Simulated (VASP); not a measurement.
Input of a VASP 6.6.1 run:

File INCAR:

```
SYSTEM = C
PREC = Accurate ; ENCUT = 520
EDIFF = 1E-7 ; ISMEAR = -1
SIGMA = 0.03 ; LREAL = .False.
LASPH = .True. ; NELM = 60
ALGO = Normal ; ISIF = 2
LWAVE = .False. ; LCHARG = .False.
GGA = PS ; NBANDS = 11
```

File KPOINTS:

```
Automatic mesh
0
Gamma
  17 17 17
  0 0 0
```

The input POSCAR:

```
C
1.0
    1.2034658196      0.6948213149      3.3470108394
   -1.2034658196      0.6948213149      3.3470108394
    0.0000000000     -1.3896426297      3.3470108394
C
2
Direct
    0.1640000000      0.1640000000      0.1640000000
    0.8360000000      0.8360000000      0.8360000000
```

Potentials or basis: VASP PAW PBE potentials, release 64 (C).

Launch:

```bash
$ cat potpaw_PBE.64/C/POTCAR > POTCAR
$ mpirun -np 1 vasp_std > vasp.out
```

**Question.** Predict the pressure.

**Answer.** 20.6 GPa.

**Question.** Predict the largest force.

**Answer.** 0.857 eV/Å.

Forces on the atoms (eV/Å):
```
C    0.000  0.000  0.857
C    0.000  0.000 -0.857
```

Caveat: the cell differs from its parent crystal (equal xx and yy strain of -2 %); the stress differs along the axes, from 1 to 30 GPa; this functional lacks dispersion, which binds layers or chains, so the pressure and a relaxed spacing across them are unreliable; the PAW data sets were made with another functional, which shifts forces and pressure a little.
